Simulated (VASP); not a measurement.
# C (Fmmm) in VASP: notebook

Runs on C. Level: PBEsol+D3(BJ). Tasks: single point.

Everything below comes from runs of VASP 6.6.1. Logs are shortened: lines on timing, memory, paths and dates and some standing lists are left out, and cuts for length are marked.

## (1) The cell of the first run

It takes space group Fmmm (No. 69, orthorhombic). Conventional cell: a = 2.523 Å, b = 4.367 Å, c = 6.822 Å, α = 90.00°, β = 90.00°, γ = 90.00°. C (site symmetry m2m) has 3 C at 1.37 to 1.66 Å within 1.8 Å.

## (2) Single point, PBEsol+D3(BJ) (atoms shifted along a free coordinate)

The input, INCAR:

```
SYSTEM = C
  PREC = Accurate
  ENCUT = 520
  EDIFF = 1E-7
  ISMEAR = 0
  SIGMA = 0.03
  LREAL = .False.
  LASPH = .True.
  NELM = 60
  ALGO = Normal
  ISIF = 2
  LWAVE = .False.
  LCHARG = .False.
  GGA = PS
  IVDW = 12
  NBANDS = 11
```

The input, KPOINTS:

```
regular mesh
0
Gamma
  16 16 16
  0 0 0
```

The input, POSCAR:

```
C
1.0
    0.0000000000      2.1832941913      3.4107750586
    1.2613597963      0.0000000000      3.4107750586
    1.2613597963      2.1832941913      0.0000000000
C
2
Direct
    0.1902029221      0.8097970779      0.1902029221
    0.8097970779      0.1902029221      0.8097970779
```

Potentials or basis: VASP PAW PBE potentials, release 64 (C).

Launch:

```sh
cat potpaw_PBE.64/C/POTCAR > POTCAR
mpirun -np 1 vasp_std > vasp.out
```

OUTCAR:

```text
SYSTEM = C
   PREC = Accurate
   ENCUT = 520
   EDIFF = 1E-7
   ISMEAR = 0
   LREAL = .False.
   LASPH = .True.
   NELM = 60
   ISIF = 2
   GGA = PS
   IVDW = 12
 IVDW          = 12

 ion  position               nearest neighbor table
   1  0.190  0.810  0.190-   2 1.37   2 1.37   2 1.66
   2  0.810  0.190  0.810-   1 1.37   1 1.37   1 1.66

  LATTYP: Found a face centered orthorhombic cell.
 ALAT       =     2.5227195926
 B/A-ratio  =     1.7309051689
 C/A-ratio  =     2.7040461164

  Lattice vectors:

 A1 = (   0.0000000000,   2.1832941913,   3.4107750586)
 A2 = (   1.2613597963,   0.0000000000,   3.4107750586)
 A3 = (   1.2613597963,   2.1832941913,   0.0000000000)

Analysis of symmetry for initial positions (statically):
=====================================================================
 Subroutine PRICEL returns:
 Original cell was already a primitive cell.

 Routine SETGRP: Setting up the symmetry group for a
 face centered orthorhombic supercell.

 Subroutine GETGRP returns: Found  8 space group operations
 (whereof  8 operations were pure point group operations)
 out of a pool of  8 trial point group operations.

The static configuration has the point symmetry D_2h.

Analysis of symmetry for dynamics (positions and initial velocities):
=====================================================================
 Subroutine PRICEL returns:
 Original cell was already a primitive cell.

 Routine SETGRP: Setting up the symmetry group for a
 face centered orthorhombic supercell.

 Subroutine GETGRP returns: Found  8 space group operations
 (whereof  8 operations were pure point group operations)
 out of a pool of  8 trial point group operations.

The dynamic configuration has the point symmetry D_2h.

 Subroutine INISYM returns: Found  8 space group operations
 (whereof  8 operations are pure point group operations),
 and found     1 'primitive' translations

----------------------------------------------------------------------------------------

                                     Primitive cell

  volume of cell :      18.7860

  direct lattice vectors                    reciprocal lattice vectors
     0.000000000  2.183294191  3.410775059    -0.396397603  0.229011739  0.146594247
     1.261359796  0.000000000  3.410775059     0.396397603 -0.229011739  0.146594247
     1.261359796  2.183294191  0.000000000     0.396397603  0.229011739 -0.146594247

  length of vectors
     4.049711104  3.636538881  2.521468235     0.480694612  0.480694612  0.480694612

  position of ions in fractional coordinates (direct lattice)
     0.190202922  0.809797078  0.190202922
     0.809797078  0.190202922  0.809797078

  ion indices of the primitive-cell ions
   primitive index   ion index
                 1           1
                 2           2

----------------------------------------------------------------------------------------

 KPOINTS: regular mesh

Automatic generation of k-mesh.
 Grid dimensions read from file:
 generate k-points for:   16   16   16

 Generating k-lattice:

  Cartesian coordinates                     Fractional coordinates (reciprocal lattice)
    -0.024774850  0.014313234  0.009162140     0.062500000 -0.000000000  0.000000000
     0.024774850 -0.014313234  0.009162140    -0.000000000  0.062500000  0.000000000
     0.024774850  0.014313234 -0.009162140     0.000000000  0.000000000  0.062500000

  Length of vectors
     0.030043413  0.030043413  0.030043413

  Shift w.r.t. Gamma in fractional coordinates (k-lattice)
     0.000000000  0.000000000  0.000000000

 Subroutine IBZKPT returns following result:
 ===========================================

 Found    621 irreducible k-points:

 Following reciprocal coordinates:
            Coordinates               Weight
  0.000000  0.000000  0.000000      1.000000
  0.062500  0.000000  0.000000      8.000000
  0.125000  0.000000  0.000000      8.000000
  0.187500  0.000000  0.000000      8.000000
  0.250000  0.000000  0.000000      8.000000
  0.312500  0.000000  0.000000      8.000000
[... 16 lines left out ...]
 -0.125000  0.062500 -0.000000      8.000000
 -0.062500  0.062500  0.000000      4.000000
 [... further k-points ...]
   k-points           NKPTS =    621   k-points in BZ     NKDIM =    621   number of bands    NBANDS=     11
   number of dos      NEDOS =    301   number of ions     NIONS =      2
   total plane-waves  NPLWV =  16800
   dimension x,y,z NGX =    30 NGY =   28 NGZ =   20
   dimension x,y,z NGXF=    60 NGYF=   56 NGZF=   40
   ions per type =               2
   NGX,Y,Z   is equivalent  to a cutoff of  12.32, 12.80, 13.19 a.u.
   NGXF,Y,Z  is equivalent  to a cutoff of  24.63, 25.60, 26.37 a.u.
 SYSTEM =  C
   PREC   = accura    normal or accurate (medium, high low for compatibility)
   ISTART =      0    job   : 0-new  1-cont  2-samecut
   ICHARG =      2    charge: 1-file 2-atom 10-const
   ISPIN  =      1    spin polarized calculation?
   LNONCOLLINEAR =      F non collinear calculations
   LSORBIT =      F    spin-orbit coupling
   LASPH  =      T    aspherical Exc in radial PAW
   ENCUT  =  520.0 eV  38.22 Ry    6.18 a.u.   7.53  6.76  4.69*2*pi/ulx,y,z
   NELM   =     60;   NELMIN=  2; NELMDL= -5     # of ELM steps
   EDIFF  = 0.1E-06   stopping-criterion for ELM
   LREAL  =      F    real-space projection
   EDIFFG = 0.1E-05   stopping-criterion for IOM
   NSW    =      0    number of steps for IOM
   IBRION =     -1    ionic relax: 0-MD 1-quasi-New 2-CG
   NFREE  =      0    steps in history (QN), initial steepest desc. (CG)
   ISIF   =      2    stress and relaxation
   ISYM   =      2    0-nonsym 1-usesym 2-fastsym
   POTIM  = 0.5000    time-step for ionic-motion
   TEBEG  =    0.0;   TEEND  =   0.0 temperature during run
   PSTRESS=    0.0 pullay stress
   NELECT =       8.0000    total number of electrons
   NUPDOWN=      -1.0000    fix difference up-down
   EMIN   =  10.00;   EMAX   =-10.00  energy-range for DOS
   EFERMI =   0.00;   METHOD = LEGACY
   ISMEAR =     0;   SIGMA  =   0.03  broadening in eV -4-tet -1-fermi 0-gaus
   EFERMI_NEDOS =   21; number of points for ismear=-14 and -15
   IALGO  =     38    algorithm
   IMIX   =      4    mixing-type and parameters
     AMIX     =   0.40;   BMIX     =  1.00
     AMIX_MAG =   1.60;   BMIX_MAG =  1.00
  volume/ion in A,a.u.               =       9.39        63.39
  Fermi-wavevector in a.u.,A,eV,Ry     =   1.231667  2.327514 20.640095  1.517004
  Thomas-Fermi vector in A             =   2.366468
   LORBIT       =      0    0 simple, 1 ext, 2 COOP (PROOUT), +10 PAW based schemes
   GGA     = PS    functional components
   LHFCALC =     F    Hartree Fock is set to
   AEXX    =    0.0000 exact exchange contribution
   IVDW    =    12    specifies the selected vdW correction
   LEPSILON=     F    determine dielectric tensor
   LRPA    =     F    only Hartree local field effects (RPA)
 non-spin polarized calculation
 Gauss-broadening in eV      SIGMA  =   0.03
  energy-cutoff  :      520.00
  volume of cell :       18.79
 maximum number of plane-waves:       522
   NGX = 15   NGY = 13   NGZ =  9

 number of electron       8.0000000 magnetization

 Free energy of the ion-electron system (eV)
  ---------------------------------------------------
  ext. energy  EPLUGINS =         0.00000000
  ---------------------------------------------------
  free energy    TOTEN  =       -18.40426298 eV

  energy without entropy =      -18.40422818  energy(sigma->0) =      -18.40424558

 E-fermi :   4.1518     XC(G=0): -10.2734

 val. band max:        4.1194184802   @ k =   0.5000  -0.1875   0.3125
 cond. band min:       4.1677223487   @ k =  -0.0625   0.2500   0.2500
 fundamental gap:      0.0483038685
 Fermi energy:         4.1517737689

 k-point     1 :       0.0000    0.0000    0.0000
  band No.  band energies     occupation
      1     -15.0861      2.00000
      2      -2.2499      2.00000
      3      -1.6852      2.00000
      4       4.2213      0.00105
      5       8.2385      0.00000
      6       8.2772      0.00000
      7      14.8399      0.00000
      8      15.4561      0.00000
      9      15.8999      0.00000
     10      24.9515      0.00000
     11      28.3946      0.00000

 k-point     2 :       0.0625    0.0000    0.0000
  band No.  band energies     occupation
      1     -14.9967      2.00000
      2      -2.1687      2.00000
      3      -1.8993      2.00000
      4       3.8203      2.00000
      5       8.3398      0.00000
      6       8.6208      0.00000
      7      14.4693      0.00000
      8      15.6127      0.00000
      9      16.0692      0.00000
     10      25.2955      0.00000
     11      27.9023      0.00000

 k-point     3 :       0.1250    0.0000    0.0000
  band No.  band energies     occupation
      1     -14.7294      2.00000
      2      -2.5021      2.00000
      3      -1.9236      2.00000
      4       2.8963      2.00000
      5       8.7611      0.00000
      6       9.2413      0.00000
      7      13.4559      0.00000
      8      15.9168      0.00000
      9      16.7731      0.00000
     10      26.1450      0.00000
     11      26.3672      0.00000
[... 267 lines left out ...]
 k-point    23 :      -0.1250    0.0625   -0.0000
  band No.  band energies     occupation
      1     -14.3059      2.00000
      2      -3.4030      2.00000
      3      -1.3470      2.00000
      4       1.8259      2.00000
      5       9.1518      0.00000
      6       9.7345      0.00000
      7      11.9680      0.00000
      8      16.5491      0.00000
      9      17.9204      0.00000
     10      24.4430      0.00000
     11      27.3928      0.00000

 k-point    24 :      -0.0625    0.0625    0.0000
  band No.  band energies     occupation
      1     -14.7392      2.00000
      2      -2.5005      2.00000
      3      -1.8368      2.00000
      4       2.8945      2.00000
      5       8.6127      0.00000
      6       9.2091      0.00000
      7      13.4418      0.00000
      8      15.9259      0.00000
      9      16.7823      0.00000
     10      26.2165      0.00000
     11      26.3048      0.00000

 [... further k-points ...]

------------------------ aborting loop because EDIFF is reached ----------------------------------------

 Edisp (eV)   -0.21432

 E8    (eV) :    -0.1042

  FORCE on cell =-STRESS in cart. coord.  units (eV):
  Direction    XX          YY          ZZ          XY          YZ          ZX
  --------------------------------------------------------------------------------------
  -------------------------------------------------------------------------------------
  Total      -0.07689    -2.30570    -0.08603    -0.00000     0.00000     0.00000
  in kB      -6.55762  -196.64333    -7.33728    -0.00000     0.00000     0.00000
  external pressure =      -70.18 kB  Pullay stress =        0.00 kB

 VOLUME and BASIS-vectors are now :
 -----------------------------------------------------------------------------
  energy-cutoff  :      520.00
  volume of cell :       18.79
      direct lattice vectors                 reciprocal lattice vectors
     0.000000000  2.183294191  3.410775059    -0.396397603  0.229011739  0.146594247
     1.261359796  0.000000000  3.410775059     0.396397603 -0.229011739  0.146594247
     1.261359796  2.183294191  0.000000000     0.396397603  0.229011739 -0.146594247

 POSITION                                       TOTAL-FORCE (eV/Angst)
 -----------------------------------------------------------------------------------
      1.26136      0.83054      3.41078         0.000000     -6.793946      0.000000
      1.26136      3.53605      3.41078         0.000000      6.793946      0.000000
 -----------------------------------------------------------------------------------
    total drift:                                0.000000      0.000000      0.000000

  FREE ENERGIE OF THE ION-ELECTRON SYSTEM (eV)
  ---------------------------------------------------
  free  energy   TOTEN  =       -18.6185826138 eV

  energy  without entropy=      -18.6185478094  energy(sigma->0) =      -18.61856521
```

It took 2.1 min on 1 thread of Intel Xeon Platinum 8259CL at 2.50GHz (Skylake/Cascade Lake), shared host; peak memory 0.23 GiB.

Results:

| Property | Result |
| --- | --- |
| Free energy | -18.6186 eV |
| Pressure | -7.0 GPa |
| Largest force | 6.794 eV/Å |
| Band gap on the k mesh | zero (bands 4 and 5 overlap by 0.33 eV) |
| Dispersion energy per atom | -0.107 eV |

Forces on the atoms (eV/Å):
```
C    0.000 -6.794  0.000
C    0.000  6.794  0.000
```

Levels at points of the mesh, in eV from the Fermi level:
```csv
k point,band 1,band 2,band 3,band 4,band 5,band 6,band 7,band 8,band 9
"(0.00, 0.00, 0.00)",-19.24,-6.40,-5.84,0.07,4.09,4.13,10.69,11.30,11.75
"(0.50, 0.00, 0.00)",-14.02,-13.72,-5.20,-1.83,0.49,5.55,12.14,12.71,18.77
"(0.50, 0.50, 0.00)",-18.96,-8.28,-5.86,0.12,4.15,9.91,10.92,11.03,11.59
"(0.50, 0.00, 0.50)",-14.84,-11.54,-7.82,-2.91,4.66,6.29,10.53,11.48,15.75
"(0.00, 0.50, 0.50)",-14.63,-11.35,-7.87,-4.13,2.82,5.93,12.35,15.85,16.33
```

Caveat: the cell differs from its parent crystal (atoms shifted along a free coordinate); the cell stands under tension; the PAW data sets were made with another functional, which shifts forces and pressure a little.

## (3) Single point, PBEsol+D3(BJ) (atoms shifted along a free coordinate)

The input, INCAR:

```
ALGO = Normal
EDIFF = 1E-6
ENCUT = 520
GGA = PS
ISIF = 2
ISMEAR = 0
IVDW = 12
LASPH = True
LCHARG = True
LELF = True
LREAL = False
LVHAR = True
LWAVE = False
NBANDS = 11
NELM = 60
PREC = Accurate
SIGMA = 0.03
```

The input, KPOINTS:

```
k-points
0
Gamma
  16 16 16
```

The input, POSCAR:

```
C
1.0
    0.0000000000      2.1279941339      3.3243844763
    1.2294111613      0.0000000000      3.3243844763
    1.2294111613      2.1279941339      0.0000000000
C
2
Direct
    0.1784547694      0.8215452306      0.1784547694
    0.8215452306      0.1784547694      0.8215452306
```

Potentials or basis: VASP PAW PBE potentials, release 64 (C).

Launch:

```sh
cat potpaw_PBE.64/C/POTCAR > POTCAR
mpirun -np 1 vasp_std > vasp.out
```

Wall time 76 s (1 thread of AMD EPYC 9R45 (Zen 5), shared host); peak memory 0.19 GiB.

It converged, with:

```
Free energy                : -19.2490 eV
Pressure                   : 4.8 GPa
Largest force              : 4.834 eV/Å
Dispersion energy per atom : -0.111 eV
```

Forces on the atoms (eV/Å):
```
C    0.000 -4.834  0.000
C    0.000  4.834  0.000
```

Stress tensor (GPa, compression positive):
```
18.36  0.00  0.00
 0.00 -3.80  0.00
 0.00  0.00 -0.17
```

Caveat: the cell differs from its parent crystal (atoms shifted along a free coordinate); the cell stands under pressure; the PAW data sets were made with another functional, which shifts forces and pressure a little.

[end of part 1 of 3]
